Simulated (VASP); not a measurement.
# TlBi2 (P6/mmm) in VASP: single point with LDA

Aim: the single point of TlBi2 with LDA.

All numbers are computed with VASP 6.6.1; they aren't measurements. Logs are shortened: lines on timing, memory, paths and dates and some standing lists are left out, and cuts for length are marked.

## Step 1: The cell of the first run

The structure is hexagonal, space group P6/mmm (No. 191). Conventional cell: a = 5.587 Å, b = 5.587 Å, c = 3.296 Å, α = 90.00°, β = 90.00°, γ = 120.00°. Tl (site symmetry 6/mmm) has 2 Tl at 3.30 Å and 12 Bi at 3.62 Å within 4.3 Å. Within 4.2 Å of Bi (site symmetry -6m2) lie 5 Bi at 3.23 to 3.30 Å and 6 Tl at 3.62 Å.

## Step 2: Single point, LDA

Input file INCAR:

```
SYSTEM = TlBi2
PREC = Accurate
ENCUT = 520
EDIFF = 1E-6
ISMEAR = -1
SIGMA = 0.15
LREAL = .False.
LASPH = .True.
NELM = 80
ALGO = Fast
ISIF = 2
LWAVE = .False.
LCHARG = .False.
NBANDS = 28
```

Input file KPOINTS:

```
regular mesh
0
Gamma
  12 12 12
  0 0 0
```

Input file POSCAR:

```
TlBi2
1.0
    5.5872567706      0.0000000000      0.0000000000
   -2.7936283853      4.8387063008      0.0000000000
    0.0000000000      0.0000000000      3.2961253004
Tl Bi
1 2
Direct
    0.0000000000      0.0000000000      0.0000000000
    0.6666666667      0.3333333333      0.5000000000
    0.3333333333      0.6666666667      0.5000000000
```

Potentials or basis: VASP PAW LDA potentials, release 64 (Tl_d, Bi_d).

Launch:

```bash
$ cat potpaw_LDA.64/Tl_d/POTCAR potpaw_LDA.64/Bi_d/POTCAR > POTCAR
$ mpirun -np 1 vasp_std > vasp.out
```

OUTCAR:

```text
SYSTEM = TlBi2
   PREC = Accurate
   ENCUT = 520
   EDIFF = 1E-6
   ISMEAR = -1
   LREAL = .False.
   LASPH = .True.
   NELM = 80
   ISIF = 2

 ion  position               nearest neighbor table
   1  0.000  0.000  0.000-   2 3.62   3 3.62   2 3.62   3 3.62   3 3.62   3 3.62   2 3.62   2 3.62
                             2 3.62   2 3.62   3 3.62   3 3.62
   2  0.667  0.333  0.500-   3 3.23   3 3.23   3 3.23   1 3.62   1 3.62   1 3.62   1 3.62   1 3.62
                             1 3.62
   3  0.333  0.667  0.500-   2 3.23   2 3.23   2 3.23   1 3.62   1 3.62   1 3.62   1 3.62   1 3.62
                             1 3.62

  LATTYP: Found a hexagonal cell.
 ALAT       =     5.5872567706
 C/A-ratio  =     0.5899362488

  Lattice vectors:

 A1 = (   5.5872567706,   0.0000000000,   0.0000000000)
 A2 = (  -2.7936283853,   4.8387063008,   0.0000000000)
 A3 = (   0.0000000000,   0.0000000000,   3.2961253004)

Analysis of symmetry for initial positions (statically):
=====================================================================
 Subroutine PRICEL returns:
 Original cell was already a primitive cell.

 Routine SETGRP: Setting up the symmetry group for a
 hexagonal supercell.

 Subroutine GETGRP returns: Found 24 space group operations
 (whereof 24 operations were pure point group operations)
 out of a pool of 24 trial point group operations.

The static configuration has the point symmetry D_6h.

Analysis of symmetry for dynamics (positions and initial velocities):
=====================================================================
 Subroutine PRICEL returns:
 Original cell was already a primitive cell.

 Routine SETGRP: Setting up the symmetry group for a
 hexagonal supercell.

 Subroutine GETGRP returns: Found 24 space group operations
 (whereof 24 operations were pure point group operations)
 out of a pool of 24 trial point group operations.

The dynamic configuration has the point symmetry D_6h.

 Subroutine INISYM returns: Found 24 space group operations
 (whereof 24 operations are pure point group operations),
 and found     1 'primitive' translations

----------------------------------------------------------------------------------------

                                     Primitive cell

  volume of cell :      89.1111

  direct lattice vectors                    reciprocal lattice vectors
     5.587256771  0.000000000  0.000000000     0.178978708  0.103333405  0.000000000
    -2.793628385  4.838706301  0.000000000     0.000000000  0.206666811  0.000000000
     0.000000000  0.000000000  3.296125300     0.000000000  0.000000000  0.303386525

  length of vectors
     5.587256771  5.587256771  3.296125300     0.206666811  0.206666811  0.303386525

  position of ions in fractional coordinates (direct lattice)
     0.000000000  0.000000000  0.000000000
     0.666666667  0.333333333  0.500000000
     0.333333333  0.666666667  0.500000000

  ion indices of the primitive-cell ions
   primitive index   ion index
                 1           1
                 2           2
                 3           3

----------------------------------------------------------------------------------------

 KPOINTS: regular mesh

Automatic generation of k-mesh.
 Grid dimensions read from file:
 generate k-points for:   12   12   12

 Generating k-lattice:

  Cartesian coordinates                     Fractional coordinates (reciprocal lattice)
     0.014914892  0.008611117  0.000000000     0.083333333  0.000000000  0.000000000
     0.000000000  0.017222234  0.000000000     0.000000000  0.083333333  0.000000000
     0.000000000  0.000000000  0.025282210     0.000000000  0.000000000  0.083333333

  Length of vectors
     0.017222234  0.017222234  0.025282210

  Shift w.r.t. Gamma in fractional coordinates (k-lattice)
     0.000000000  0.000000000  0.000000000

 Subroutine IBZKPT returns following result:
 ===========================================

 Found    133 irreducible k-points:

 Following reciprocal coordinates:
            Coordinates               Weight
  0.000000  0.000000  0.000000      1.000000
  0.083333  0.000000  0.000000      6.000000
  0.166667  0.000000  0.000000      6.000000
  0.250000  0.000000  0.000000      6.000000
  0.333333  0.000000  0.000000      6.000000
  0.416667  0.000000  0.000000      6.000000
[... 16 lines left out ...]
  0.250000  0.000000  0.083333     12.000000
  0.333333  0.000000  0.083333     12.000000
 [... further k-points ...]
   k-points           NKPTS =    133   k-points in BZ     NKDIM =    133   number of bands    NBANDS=     28
   number of dos      NEDOS =    301   number of ions     NIONS =      3
   total plane-waves  NPLWV =  49392
   dimension x,y,z NGX =    42 NGY =   42 NGZ =   28
   dimension x,y,z NGXF=    84 NGYF=   84 NGZF=   56
   ions per type =               1   2
   NGX,Y,Z   is equivalent  to a cutoff of  12.50, 12.50, 14.12 a.u.
   NGXF,Y,Z  is equivalent  to a cutoff of  24.99, 24.99, 28.24 a.u.
 SYSTEM =  TlBi2
   PREC   = accura    normal or accurate (medium, high low for compatibility)
   ISTART =      0    job   : 0-new  1-cont  2-samecut
   ICHARG =      2    charge: 1-file 2-atom 10-const
   ISPIN  =      1    spin polarized calculation?
   LNONCOLLINEAR =      F non collinear calculations
   LSORBIT =      F    spin-orbit coupling
   LASPH  =      T    aspherical Exc in radial PAW
   ENCUT  =  520.0 eV  38.22 Ry    6.18 a.u.  10.39 10.39  6.13*2*pi/ulx,y,z
   NELM   =     80;   NELMIN=  2; NELMDL= -5     # of ELM steps
   EDIFF  = 0.1E-05   stopping-criterion for ELM
   LREAL  =      F    real-space projection
   EDIFFG = 0.1E-04   stopping-criterion for IOM
   NSW    =      0    number of steps for IOM
   IBRION =     -1    ionic relax: 0-MD 1-quasi-New 2-CG
   NFREE  =      0    steps in history (QN), initial steepest desc. (CG)
   ISIF   =      2    stress and relaxation
   ISYM   =      2    0-nonsym 1-usesym 2-fastsym
   POTIM  = 0.5000    time-step for ionic-motion
   TEBEG  =    0.0;   TEEND  =   0.0 temperature during run
   PSTRESS=    0.0 pullay stress
   NELECT =      43.0000    total number of electrons
   NUPDOWN=      -1.0000    fix difference up-down
   EMIN   =  10.00;   EMAX   =-10.00  energy-range for DOS
   EFERMI =   0.00;   METHOD = LEGACY
   ISMEAR =    -1;   SIGMA  =   0.15  broadening in eV -4-tet -1-fermi 0-gaus
   EFERMI_NEDOS =   21; number of points for ismear=-14 and -15
   IALGO  =     68    algorithm
   IMIX   =      4    mixing-type and parameters
     AMIX     =   0.40;   BMIX     =  1.00
     AMIX_MAG =   1.60;   BMIX_MAG =  1.00
  volume/ion in A,a.u.               =      29.70       200.45
  Fermi-wavevector in a.u.,A,eV,Ry     =   1.284065  2.426532 22.433609  1.648824
  Thomas-Fermi vector in A             =   2.416281
   LORBIT       =      0    0 simple, 1 ext, 2 COOP (PROOUT), +10 PAW based schemes
   GGA     = CA    functional components
   LHFCALC =     F    Hartree Fock is set to
   AEXX    =    0.0000 exact exchange contribution
   IVDW    =     0    specifies the selected vdW correction
   LEPSILON=     F    determine dielectric tensor
   LRPA    =     F    only Hartree local field effects (RPA)
 non-spin polarized calculation
 RMM-DIIS sequential band-by-band and
  energy-cutoff  :      520.00
  volume of cell :       89.11
 maximum number of plane-waves:      2448
 NGX is ok and might be reduce to    42
   NGX = 21   NGY = 21   NGZ = 13

 number of electron      42.9999993 magnetization

 Free energy of the ion-electron system (eV)
  ---------------------------------------------------
  ext. energy  EPLUGINS =         0.00000000
  ---------------------------------------------------
  free energy    TOTEN  =       -12.16211517 eV

  energy without entropy =      -12.04830182  energy(sigma->0) =      -12.10520849

 E-fermi :   7.5312     XC(G=0): -10.5920

 val. band max:        7.5256816425   @ k =   0.2500   0.0833   0.1667
 cond. band min:       7.5487753829   @ k =   0.4167   0.0000   0.2500
 fundamental gap:      0.0230937404
 Fermi energy:         7.5311847535

 k-point     1 :       0.0000    0.0000    0.0000
  band No.  band energies     occupation
      1     -15.5251      2.00000
      2     -15.4051      2.00000
      3     -15.4008      2.00000
      4     -15.4008      2.00000
      5     -15.3137      2.00000
      6     -15.3137      2.00000
[... 20 lines left out ...]
     27      14.4954      0.00000
     28      16.9315      0.00000

 k-point     2 :       0.0833    0.0000    0.0000
  band No.  band energies     occupation
      1     -15.5243      2.00000
      2     -15.4203      2.00000
      3     -15.4059      2.00000
      4     -15.3891      2.00000
      5     -15.3141      2.00000
      6     -15.3130      2.00000
[... 20 lines left out ...]
     27      14.5344      0.00000
     28      16.7944      0.00000

 k-point     3 :       0.1667    0.0000    0.0000
  band No.  band energies     occupation
      1     -15.5221      2.00000
      2     -15.4387      2.00000
      3     -15.4178      2.00000
      4     -15.3800      2.00000
      5     -15.3150      2.00000
      6     -15.3107      2.00000
[... 20 lines left out ...]
     27      14.6164      0.00000
     28      16.4499      0.00000

 k-point     4 :       0.2500    0.0000    0.0000
  band No.  band energies     occupation
      1     -15.5186      2.00000
      2     -15.4567      2.00000
      3     -15.4312      2.00000
      4     -15.3750      2.00000
      5     -15.3163      2.00000
      6     -15.3072      2.00000
[... 20 lines left out ...]
     27      14.7521      0.00000
     28      16.0325      0.00000

 k-point     5 :       0.3333    0.0000    0.0000
  band No.  band energies     occupation
      1     -15.5136      2.00000
      2     -15.4728      2.00000
      3     -15.4425      2.00000
      4     -15.3729      2.00000
      5     -15.3175      2.00000
      6     -15.3031      2.00000
[... 20 lines left out ...]
     27      14.9392      0.00000
     28      15.6727      0.00000

 k-point     6 :       0.4167    0.0000    0.0000
  band No.  band energies     occupation
      1     -15.5072      2.00000
      2     -15.4862      2.00000
      3     -15.4500      2.00000
      4     -15.3721      2.00000
      5     -15.3183      2.00000
      6     -15.2995      2.00000
[... 463 lines left out ...]
      5     -15.3203      2.00000
      6     -15.3192      2.00000
[... 20 lines left out ...]
     27      15.5313      0.00000
     28      15.8260      0.00000

 k-point    22 :       0.1667    0.0000    0.0833
  band No.  band energies     occupation
      1     -15.5062      2.00000
      2     -15.4302      2.00000
      3     -15.4172      2.00000
      4     -15.3702      2.00000
      5     -15.3213      2.00000
      6     -15.3169      2.00000
[... 20 lines left out ...]
     27      15.2879      0.00000
     28      15.7917      0.00000

 k-point    23 :       0.2500    0.0000    0.0833
  band No.  band energies     occupation
      1     -15.5031      2.00000
      2     -15.4476      2.00000
      3     -15.4305      2.00000
      4     -15.3656      2.00000
      5     -15.3226      2.00000
      6     -15.3134      2.00000
[... 20 lines left out ...]
     27      14.8506      0.00000
     28      15.8953      0.00000

 k-point    24 :       0.3333    0.0000    0.0833
  band No.  band energies     occupation
      1     -15.4988      2.00000
      2     -15.4630      2.00000
      3     -15.4419      2.00000
      4     -15.3638      2.00000
      5     -15.3238      2.00000
      6     -15.3093      2.00000
[... 20 lines left out ...]
     27      14.4593      0.00000
     28      16.0628      0.00000

 [... further k-points ...]

------------------------ aborting loop because EDIFF is reached ----------------------------------------

  FORCE on cell =-STRESS in cart. coord.  units (eV):
  Direction    XX          YY          ZZ          XY          YZ          ZX
  --------------------------------------------------------------------------------------
  -------------------------------------------------------------------------------------
  Total        0.0487547      0.0487547      0.0514386      0.0000000      0.0000000      0.0000000
  in kB        0.8765885      0.8765885      0.9248438      0.0000000      0.0000000      0.0000000
  external PRESSURE =       0.8926736 kB  Pullay stress =       0.0000000 kB

 VOLUME and BASIS-vectors are now :
 -----------------------------------------------------------------------------
  energy-cutoff  :      520.00
  volume of cell :       89.11
      direct lattice vectors                 reciprocal lattice vectors
     5.587256771  0.000000000  0.000000000     0.178978708  0.103333405  0.000000000
    -2.793628385  4.838706301  0.000000000     0.000000000  0.206666811  0.000000000
     0.000000000  0.000000000  3.296125300     0.000000000  0.000000000  0.303386525

 POSITION                                       TOTAL-FORCE (eV/Angst)
 -----------------------------------------------------------------------------------
      0.00000      0.00000      0.00000         0.000000      0.000000     -0.000000
      2.79363      1.61290      1.64806        -0.000000     -0.000000      0.000000
     -0.00000      3.22580      1.64806         0.000000      0.000000     -0.000000
 -----------------------------------------------------------------------------------
    total drift:                                0.000000      0.000000     -0.000000

  FREE ENERGIE OF THE ION-ELECTRON SYSTEM (eV)
  ---------------------------------------------------
  free  energy   TOTEN  =       -12.1621151677 eV

  energy  without entropy=      -12.0483018218  energy(sigma->0) =      -12.10520849
```

It took 4.4 min on 1 thread of Intel Xeon Platinum 8259CL at 2.50GHz (Skylake/Cascade Lake), shared host; peak memory 0.4 GiB.

Results:

```yaml
Free_energy: -12.1621 eV
Pressure: 0.1 GPa
```

Caveat: spin-orbit coupling is left out, which moves the levels of the heavy elements.
